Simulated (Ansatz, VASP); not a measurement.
**Ni: VASP beside Ansatz**

```
Ni
1.0
     0.00000    1.75953    1.75953
     1.75953    0.00000    1.75953
     1.75953    1.75953    0.00000
Ni
1
Direct
  0.00000 0.00000 0.00000
```

Alike in both runs: functional PBE; k mesh 24 × 24 × 24; occupations methfessel-paxton of order 1, width 0.1 eV; collinear spin.

Ansatz relaxed the structure, and its values are those at the end. VASP's run is a single point on that final structure, the one shown.

|  | VASP | Ansatz |
| --- | --- | --- |
| version | VASP 6.6.1 | Ansatz 0.2.0 |
| potentials or method | VASP PAW PBE potentials, release 64 (Ni) | scalar-relativistic, plane waves, PAW |
| plane-wave cutoff (eV) | 520 | 420 |
| valence electrons in the cell | 10 | 18 |

|  | VASP | Ansatz | Ansatz less VASP |
| --- | --- | --- | --- |
| gap on the k mesh at the Fermi level (eV) | none | none | - |
| pressure (GPa) | -0.3 | 0.0 | +0.33 |
| net moment per atom (μB) | 0.65 | 0.66 | +0.014 |
| size of the moment on the site where the two differ most (μB) | 0.66 | 0.70 | +0.041 |

Site moments also hang on the region over which each program counts them. A gap of «none» marks a metal or a gap that the smearing closes. VASP's potentials hold 10 valence electrons a cell and Ansatz's 18, so a difference there can come from the potentials and not from the codes.
